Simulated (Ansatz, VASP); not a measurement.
## Two plane-wave programs on AlCo2

```xyz
3
Lattice="4.0098 0.0000 0.0000 -2.0049 3.4726 0.0000 0.0000 0.0000 2.5711" Properties=species:S:1:pos:R:3 pbc="T T T"
Al    0.0000    0.0000    0.0000
Co    0.0000    2.3150    1.2856
Co    2.0049    1.1575    1.2856
```

Alike in both runs: functional PBE; k mesh 12 × 12 × 18; occupations gaussian, width 0.1 eV; collinear spin.

Ansatz relaxed the structure, and its values are those at the end. VASP's run is a single point on that final structure, the one shown.

```csv
,VASP,Ansatz
version,VASP 6.6.1,Ansatz 0.2.0
potentials or method,"VASP PAW PBE potentials, release 64 (Al, Co), cutoff 520 eV","scalar-relativistic, plane waves, PAW"
valence electrons in the cell,21,37
```

Ansatz gave:

```
gap on the k mesh at the Fermi level (eV)                     : none
pressure (GPa)                                                : 0.0
net moment per atom (μB)                                      : 0.79
size of the moment on the site where the two differ most (μB) : 1.24
```

What did VASP give for the same quantities?

gap on the k mesh at the Fermi level (eV): none; pressure (GPa): -0.3; net moment per atom (μB): 0.78; size of the moment on the site where the two differ most (μB): 1.22.

Site moments also hang on the region over which each program counts them. A gap of «none» marks a metal or a gap that the smearing closes. VASP's potentials hold 21 valence electrons a cell and Ansatz's 37, so a difference there can come from the potentials and not from the codes.
